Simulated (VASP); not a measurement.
# InSe in VASP: band structure with LDA

Aim: the band structure of InSe with LDA.

Everything below comes from runs of VASP 6.6.1. Logs are shortened: lines on timing, memory, paths and dates and some standing lists are left out, and cuts for length are marked.

### Step 1. The cell of the first run

The cell holds a sheet with vacuum, 4 atoms: a = 4.050 Å, b = 7.015 Å, c = 21.011 Å, α = 90.00°, β = 90.00°, γ = 30.00°.

### Step 2. Band structure, LDA, non-collinear spin, zero start, spin-orbit coupling

Input file POSCAR:

```
InSe
1.0
    4.0500000000      0.0000000000      0.0000000000
    6.0750000000      3.5074028853      0.0000000000
    0.0000000000      0.0000000000     21.0112800000
In Se
2 2
Direct
    0.0000000000      0.0000000000      0.4250645368
    0.0000000000      0.0000000000      0.5749354632
    0.0000000002      0.3333333332      0.3807478650
    0.0000000002      0.3333333332      0.6192521350
```

Input file INCAR.step1:

```
SYSTEM = InSe
  GGA = CA
  LSORBIT = .TRUE.
  MAGMOM = 0 0 0 0 0 0 0 0 0 0 0 0
  LORBIT = 11
  LDIPOL = .TRUE.
  IDIPOL = 3
  DIPOL = 0.5 0.5 0.500
  ISMEAR = 0
  SIGMA = 0.03
  LWAVE = .FALSE.
  LCHARG = .TRUE.
  NBANDS = 66
  PREC = Accurate
  LASPH = .TRUE.
  LREAL = .FALSE.
  ALGO = Normal
  EDIFF = 1E-6
  NELM = 200
  GGA_COMPAT = .FALSE.
  ENCUT = 280
  EFERMI = MIDGAP
  NELMDL = -8
  KPAR = 4
```

Input file KPOINTS.step1:

```
Automatic mesh
0
Gamma
  9 9 1
  0 0 0
```

Input file INCAR.step2:

```
SYSTEM = InSe
  GGA = CA
  LSORBIT = .TRUE.
  MAGMOM = 0 0 0 0 0 0 0 0 0 0 0 0
  LORBIT = 11
  LDIPOL = .TRUE.
  IDIPOL = 3
  DIPOL = 0.5 0.5 0.500
  ISMEAR = 0
  SIGMA = 0.03
  LWAVE = .FALSE.
  LCHARG = .FALSE.
  NBANDS = 66
  PREC = Accurate
  LASPH = .TRUE.
  LREAL = .FALSE.
  ALGO = Normal
  EDIFF = 1E-6
  NELM = 200
  GGA_COMPAT = .FALSE.
  ENCUT = 280
  EFERMI = MIDGAP
  NELMDL = -8
  ICHARG = 11
  KPAR = 4
```

Input file KPOINTS.step2:

```
path GMKGALHA,LM,KH
12
line-mode
reciprocal
 0.0000000000  0.0000000000  0.0000000000  G
 0.5000000000  0.5000000000  0.0000000000  M

 0.5000000000  0.5000000000  0.0000000000  M
 0.3333333333  0.0000000000  0.0000000000  K

 0.3333333333  0.0000000000  0.0000000000  K
 0.0000000000  0.0000000000  0.0000000000  G

 0.0000000000  0.0000000000  0.0000000000  G
 0.0000000000  0.0000000000 -0.5000000000  A

 0.0000000000  0.0000000000 -0.5000000000  A
 0.5000000000  0.5000000000 -0.5000000000  L

 0.5000000000  0.5000000000 -0.5000000000  L
 0.3333333333  0.0000000000 -0.5000000000  H

 0.3333333333  0.0000000000 -0.5000000000  H
 0.0000000000  0.0000000000 -0.5000000000  A

 0.5000000000  0.5000000000 -0.5000000000  L
 0.5000000000  0.5000000000  0.0000000000  M

 0.3333333333  0.0000000000  0.0000000000  K
 0.3333333333  0.0000000000 -0.5000000000  H
```

Potentials or basis: VASP PAW LDA potentials, release 64 (In_d, Se).

Run with:

```sh
$ cat potpaw_LDA.64/In_d/POTCAR potpaw_LDA.64/Se/POTCAR > POTCAR
$ cp INCAR.step1 INCAR
$ cp KPOINTS.step1 KPOINTS
$ mpirun -np 4 vasp_ncl > vasp.out
$ cp INCAR.step2 INCAR
$ cp KPOINTS.step2 KPOINTS
$ mpirun -np 4 vasp_ncl > vasp.out
```

OUTCAR:

```text
SYSTEM = InSe
   GGA = CA
   LSORBIT = .TRUE.
   LORBIT = 11
   ISMEAR = 0
   PREC = Accurate
   LASPH = .TRUE.
   LREAL = .FALSE.
   EDIFF = 1E-6
   NELM = 200
   ENCUT = 280
   EFERMI = MIDGAP
   NELMDL = -8
   ICHARG = 11

 Generated    12 points on each line segment, for a total of    108 k-points:

 Following reciprocal coordinates:
            Coordinates               Weight
  0.000000  0.000000  0.000000      0.009259
  0.045455  0.045455  0.000000      0.009259
  0.090909  0.090909  0.000000      0.009259
  0.136364  0.136364  0.000000      0.009259
  0.181818  0.181818  0.000000      0.009259
  0.227273  0.227273  0.000000      0.009259
   k-points           NKPTS =    108   k-points in BZ     NKDIM =    108   number of bands    NBANDS=     66
   number of dos      NEDOS =    301   number of ions     NIONS =      4
   total plane-waves  NPLWV = 115200
   dimension x,y,z NGX =    24 NGY =   40 NGZ =  120
   dimension x,y,z NGXF=    48 NGYF=   80 NGZF=  240
   ions per type =               2   2
   NGX,Y,Z   is equivalent  to a cutoff of   9.85,  9.48,  9.49 a.u.
   NGXF,Y,Z  is equivalent  to a cutoff of  19.70, 18.96, 18.99 a.u.
 SYSTEM =  InSe
   PREC   = accura    normal or accurate (medium, high low for compatibility)
   ISTART =      0    job   : 0-new  1-cont  2-samecut
   ICHARG =     11    charge: 1-file 2-atom 10-const
   ISPIN  =      1    spin polarized calculation?
   LNONCOLLINEAR =      T non collinear calculations
   LSORBIT =      T    spin-orbit coupling
   LASPH  =      T    aspherical Exc in radial PAW
   ENCUT  =  280.0 eV  20.58 Ry    4.54 a.u.   5.53  9.57 28.67*2*pi/ulx,y,z
   NELM   =    200;   NELMIN=  2; NELMDL= -8     # of ELM steps
   EDIFF  = 0.1E-05   stopping-criterion for ELM
   LREAL  =      F    real-space projection
   EDIFFG = 0.1E-04   stopping-criterion for IOM
   NSW    =      0    number of steps for IOM
   IBRION =     -1    ionic relax: 0-MD 1-quasi-New 2-CG
   NFREE  =      0    steps in history (QN), initial steepest desc. (CG)
   ISIF   =      2    stress and relaxation
   ISYM   =      2    0-nonsym 1-usesym 2-fastsym
   POTIM  = 0.5000    time-step for ionic-motion
   TEBEG  =    0.0;   TEEND  =   0.0 temperature during run

   SCALEE = 1.0000    scale energy and forces
   PSTRESS=    0.0 pullay stress
   NELECT =      38.0000    total number of electrons
   NUPDOWN=      -1.0000    fix difference up-down
   EMIN   =  10.00;   EMAX   =-10.00  energy-range for DOS
   EFERMI =   0.00;   METHOD = MIDGAP
   ISMEAR =     0;   SIGMA  =   0.03  broadening in eV -4-tet -1-fermi 0-gaus
   EFERMI_NEDOS =   21; number of points for ismear=-14 and -15
   IALGO  =     38    algorithm
   IMIX   =      4    mixing-type and parameters
     AMIX     =   0.40;   BMIX     =  1.00
     AMIX_MAG =   1.60;   BMIX_MAG =  1.00
  volume/ion in A,a.u.               =      74.62       503.54
  Fermi-wavevector in a.u.,A,eV,Ry     =   0.823578  1.556338  9.228579  0.678281
  Thomas-Fermi vector in A             =   1.935113
   LORBIT       =     11    0 simple, 1 ext, 2 COOP (PROOUT), +10 PAW based schemes
   GGA     = CA    functional components
   LHFCALC =     F    Hartree Fock is set to
   AEXX    =    0.0000 exact exchange contribution
   IVDW    =     0    specifies the selected vdW correction
   LEPSILON=     F    determine dielectric tensor
   LRPA    =     F    only Hartree local field effects (RPA)

   CSHIFT  =0.1000    complex shift for real part using Kramers Kronig

   OMEGAMAX=  -1.0    maximum frequency
 Gauss-broadening in eV      SIGMA  =   0.03
  energy-cutoff  :      280.00
  volume of cell :      298.46
 maximum number of plane-waves:      6486
 NGX is ok and might be reduce to    24

 number of electron      38.0000028 magnetization      -0.0000000      0.0000000      0.0000000

 DIPCOR: dipole corrections for dipol
 direction  3 min pos     1,
 dipolmoment           0.000000      0.000000      0.000000 electrons x Angstroem
 Tr[quadrupol]       -58.996711

 energy correction for charged system         0.000000 eV

 dipol+quadrupol energy correction           -0.000000 eV

 added-field ion interaction          0.000000 eV  (added to PSCEN)

 Free energy of the ion-electron system (eV)
  ---------------------------------------------------
  ext. energy  EPLUGINS =         0.00000000
  ---------------------------------------------------
  free energy    TOTEN  =       -14.94889032 eV

  energy without entropy =      -14.94887772  energy(sigma->0) =      -14.94888402

 E-fermi :  -1.5557     XC(G=0):  -4.0774

 val. band max:       -1.6107246887   @ k =   0.1212   0.0000  -0.5000
 cond. band min:      -1.4829549140   @ k =   0.0000   0.0000  -0.2273
 fundamental gap:      0.1277697747
 Fermi energy:        -1.5556918594

 k-point     1 :       0.0000    0.0000    0.0000
  band No.  band energies     occupation
      1     -16.7207      1.00000
      2     -16.7207      1.00000
      3     -16.7027      1.00000
      4     -16.7027      1.00000
      5     -16.6983      1.00000
      6     -16.6983      1.00000
[... 307 lines left out ...]
     49       3.5691      0.00000
     50       3.5691      0.00000

 [... further k-points ...]

 [bands above 50 left out]

------------------------ aborting loop because EDIFF is reached ----------------------------------------

 vacuum level on the upper side and lower side of the slab       (xc-potential included)        -0.201        -0.201

  FORCE on cell =-STRESS in cart. coord.  units (eV):
  Direction    XX          YY          ZZ          XY          YZ          ZX
  --------------------------------------------------------------------------------------
  -------------------------------------------------------------------------------------
  Total        5.5407440      5.5407440      0.3422214      0.0000000     -0.0000000     -0.0000000
  in kB       29.7430483     29.7430483      1.8370650      0.0000000     -0.0000000     -0.0000000
  external PRESSURE =      20.4410539 kB  Pullay stress =       0.0000000 kB

 VOLUME and BASIS-vectors are now :
 -----------------------------------------------------------------------------
  energy-cutoff  :      280.00
  volume of cell :      298.46
      direct lattice vectors                 reciprocal lattice vectors
     4.050000000  0.000000000  0.000000000     0.246913580 -0.427666866  0.000000000
     6.075000000  3.507402885  0.000000000     0.000000000  0.285111244  0.000000000
     0.000000000  0.000000000 21.011280000     0.000000000  0.000000000  0.047593483

 POSITION                                       TOTAL-FORCE (eV/Angst)
 -----------------------------------------------------------------------------------
      0.00000      0.00000      8.93115        -0.000000      0.000000      2.620625
      0.00000      0.00000     12.08013         0.000000      0.000000     -2.620625
      2.02500      1.16913      8.00000         0.000000     -0.000000     -1.528070
      2.02500      1.16913     13.01128        -0.000000     -0.000000      1.528070
 -----------------------------------------------------------------------------------
    total drift:                                0.000011     -0.000001      0.000000

  FREE ENERGIE OF THE ION-ELECTRON SYSTEM (eV)
  ---------------------------------------------------
  free  energy   TOTEN  =       -14.9488903153 eV

  energy  without entropy=      -14.9488777162  energy(sigma->0) =      -14.94888402

 vacuum level on the upper side and lower side of the slab         3.428         3.428

 Spin-Orbit-Coupling matrix elements

 Ion:    1  E_soc:     -0.0731631
 l=   1
     0.0000000    -0.0058223    -0.0052651
    -0.0058223     0.0000000    -0.0058223
    -0.0052651    -0.0058223     0.0000000
 l=   2
     0.0000000    -0.0012981     0.0000000    -0.0012981    -0.0053631
    -0.0012981     0.0000000    -0.0039193    -0.0012778    -0.0012981
     0.0000000    -0.0039193     0.0000000    -0.0039193     0.0000000
    -0.0012981    -0.0012778    -0.0039193     0.0000000    -0.0012981
    -0.0053631    -0.0012981     0.0000000    -0.0012981     0.0000000
 l=   3
     0.0000000     0.0000000     0.0000000     0.0000000     0.0000000     0.0000000     0.0000000
     0.0000000     0.0000000     0.0000000     0.0000000     0.0000000     0.0000000     0.0000000
     0.0000000     0.0000000     0.0000000     0.0000000     0.0000000     0.0000000     0.0000000
     0.0000000     0.0000000     0.0000000     0.0000000     0.0000000     0.0000000     0.0000000
     0.0000000     0.0000000     0.0000000     0.0000000     0.0000000     0.0000000     0.0000000
     0.0000000     0.0000000     0.0000000     0.0000000     0.0000000     0.0000000     0.0000000
     0.0000000     0.0000000     0.0000000     0.0000000     0.0000000     0.0000000     0.0000000

 Ion:    2  E_soc:     -0.0731631
 l=   1
     0.0000000    -0.0058223    -0.0052651
    -0.0058223     0.0000000    -0.0058223
    -0.0052651    -0.0058223     0.0000000
 l=   2
     0.0000000    -0.0012981     0.0000000    -0.0012981    -0.0053631
    -0.0012981     0.0000000    -0.0039193    -0.0012778    -0.0012981
     0.0000000    -0.0039193     0.0000000    -0.0039193     0.0000000
    -0.0012981    -0.0012778    -0.0039193     0.0000000    -0.0012981
    -0.0053631    -0.0012981     0.0000000    -0.0012981     0.0000000
 l=   3
     0.0000000     0.0000000     0.0000000     0.0000000     0.0000000     0.0000000     0.0000000
     0.0000000     0.0000000     0.0000000     0.0000000     0.0000000     0.0000000     0.0000000
     0.0000000     0.0000000     0.0000000     0.0000000     0.0000000     0.0000000     0.0000000
     0.0000000     0.0000000     0.0000000     0.0000000     0.0000000     0.0000000     0.0000000
     0.0000000     0.0000000     0.0000000     0.0000000     0.0000000     0.0000000     0.0000000
     0.0000000     0.0000000     0.0000000     0.0000000     0.0000000     0.0000000     0.0000000
     0.0000000     0.0000000     0.0000000     0.0000000     0.0000000     0.0000000     0.0000000
[... 21 lines left out ...]
 Ion:    4  E_soc:     -0.0428718
 l=   1
     0.0000000    -0.0076649    -0.0061064
    -0.0076649     0.0000000    -0.0076649
    -0.0061064    -0.0076649     0.0000000
 l=   2
     0.0000000    -0.0000002     0.0000000    -0.0000002    -0.0000030
    -0.0000002     0.0000000     0.0000013     0.0000016    -0.0000002
     0.0000000     0.0000013     0.0000000     0.0000013     0.0000000
    -0.0000002     0.0000016     0.0000013     0.0000000    -0.0000002
    -0.0000030    -0.0000002     0.0000000    -0.0000002     0.0000000
 l=   3
     0.0000000     0.0000000     0.0000000     0.0000000     0.0000000     0.0000000     0.0000000
     0.0000000     0.0000000     0.0000000     0.0000000     0.0000000     0.0000000     0.0000000
     0.0000000     0.0000000     0.0000000     0.0000000     0.0000000     0.0000000     0.0000000
     0.0000000     0.0000000     0.0000000     0.0000000     0.0000000     0.0000000     0.0000000
     0.0000000     0.0000000     0.0000000     0.0000000     0.0000000     0.0000000     0.0000000
     0.0000000     0.0000000     0.0000000     0.0000000     0.0000000     0.0000000     0.0000000
     0.0000000     0.0000000     0.0000000     0.0000000     0.0000000     0.0000000     0.0000000

 total charge

# of ion       s       p       d       tot
------------------------------------------
    1        0.867   0.694   9.898  11.459
    2        0.867   0.694   9.898  11.459
    3        1.462   2.472   0.027   3.961
    4        1.462   2.472   0.027   3.961
--------------------------------------------------
tot          4.658   6.332  19.850  30.840

 magnetization (x)

# of ion       s       p       d       tot
------------------------------------------
    1        0.000  -0.000   0.000  -0.000
    2       -0.000   0.000  -0.000   0.000
    3       -0.000  -0.000   0.000  -0.000
    4        0.000   0.000  -0.000   0.000
--------------------------------------------------
tot          0.000   0.000   0.000   0.000

 magnetization (y)

# of ion       s       p       d       tot
------------------------------------------
    1        0.000  -0.000  -0.000  -0.000
    2        0.000   0.000   0.000   0.000
    3        0.000   0.000   0.000   0.000
    4        0.000   0.000   0.000   0.000
--------------------------------------------------
tot          0.000  -0.000  -0.000  -0.000

 magnetization (z)

# of ion       s       p       d       tot
------------------------------------------
    1        0.000  -0.000  -0.000   0.000
    2        0.000   0.000   0.000   0.000
    3        0.000   0.000   0.000   0.000
    4        0.000  -0.000   0.000  -0.000
--------------------------------------------------
tot          0.000  -0.000   0.000   0.000
```

Run time: 12 min. Hardware: 4 MPI ranks of Intel Xeon Platinum 8488C (Sapphire Rapids), shared host; peak memory 1.2 GiB.

Results:

```
Net moment : 0.00 μB per cell
```

Moments on the atoms (μB; x, y, z):
```
In  0.00 0.00 0.00
In  0.00 0.00 0.00
Se  0.00 0.00 0.00
Se  0.00 0.00 0.00
```

Caveat: the cutoff is under 1.25 times the usual one of these potentials, so pressure, stress and relaxed cells hold a basis-set (Pulay) error; the log is that of the step along the path at fixed density, whose energy, stress, charges and moments have no meaning.
